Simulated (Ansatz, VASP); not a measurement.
**One calculation of Fe, two programs**

```
Fe
1.0
     2.74970    0.00000    0.00000
     0.00000    2.74970    0.00000
     0.00000    0.00000    2.74970
Fe
2
Direct
  0.00000 0.00000 0.00000
  0.50000 0.50000 0.50000
```

Alike in both runs: task single point; functional LDA; k mesh 12 × 12 × 12; occupations gaussian, width 0.05 eV; collinear spin.

|  | VASP | Ansatz |
| --- | --- | --- |
| version | VASP 6.6.1 | Ansatz 0.2.0 |
| potentials or method | VASP PAW LDA potentials, release 64 (Fe), cutoff 520 eV | scalar-relativistic, plane waves, PAW |
| valence electrons in the cell | 16 | 32 |

|  | VASP | Ansatz | Ansatz less VASP |
| --- | --- | --- | --- |
| gap on the k mesh at the Fermi level (eV) | none | none | - |
| pressure (GPa) | -0.1 | 0.5 | +0.66 |
| net moment per atom (μB) | 1.99 | 2.01 | +0.019 |
| size of the moment on the site where the two differ most (μB) | 1.96 | 2.01 | +0.053 |

LDA's correlation is that of Perdew and Zunger in VASP and of Perdew and Wang (1992) in Ansatz. Site moments also hang on the region over which each program counts them. A gap of «none» marks a metal or a gap that the smearing closes. VASP's potentials hold 16 valence electrons a cell and Ansatz's 32, so a difference there can come from the potentials and not from the codes.
